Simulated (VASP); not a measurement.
Runs of VASP 6.6.1 on Ir. The structure is that of space group P6_3/mmc (No. 194), or close to it. The cells are those of the table. This isn't the form of Ir at room conditions, which is fcc.

| level | potentials or basis | cell | k mesh | cutoff (eV) | grid for exact exchange (PRECFOCK) | share of exact exchange | screening parameter | gap on the mesh (eV) | pressure (GPa) |
| --- | --- | --- | --- | --- | --- | --- | --- | --- | --- |
| HF | VASP PAW PBE potentials, release 64 (Ir_sv_GW) | a = 2.740, b = 2.740, c = 4.288 Å, angles 90.0, 90.0, 120.0°, 2 atoms | 6 × 6 × 3 | 420 | Normal | 1 | - | none | -1.3 |
| PBEsol-based global hybrid with 25 % exact exchange | VASP PAW PBE potentials, release 64 (Ir) | a = 2.751, b = 2.751, c = 4.462 Å, angles 90.0, 90.0, 120.0°, 2 atoms | 6 × 6 × 3 | 520 | Normal | 0.25 | - | none | -19.8 |
| PBEsol | VASP PAW PBE potentials, release 64 (Ir_sv_GW) | a = 2.720, b = 2.720, c = 4.408 Å, angles 90.0, 90.0, 120.0°, 2 atoms | 11 × 11 × 6 | 560 | - | - | - | none | -1.9 |
| PBE-based screened hybrid with 25 % exact exchange | VASP PAW PBE potentials, release 64 (Ir_sv_GW) | a = 2.751, b = 2.751, c = 4.462 Å, angles 90.0, 90.0, 120.0°, 2 atoms | 6 × 6 × 3 | 420 | Normal | 0.25 | 0.3 1/Å | none | (a) |
| r2SCAN | VASP PAW PBE potentials, release 64 (Ir) | a = 2.770, b = 2.770, c = 4.492 Å, angles 90.0, 90.0, 120.0°, 2 atoms | 11 × 11 × 6 | 550 | - | - | - | none | (b) |

Alike in all rows: task single point; no spin polarisation; smearing fermi-dirac 0.05 eV.

**Question.** Estimate the missing entries.

**Answer.** (a) -15.2; (b) -12.8.

Caveats: some runs use coarse meshes; the PAW data sets were made with another functional, which shifts forces and pressure a little; spin-orbit coupling is left out, which moves the levels of the heavy elements; the cell stands under tension (at least some runs).

A k mesh can miss the band edges, and the runs leave out spin-orbit coupling on Ir.

A gap of «none» marks levels without a gap at the run's occupations.

The runs don't all hold the same shells in valence.
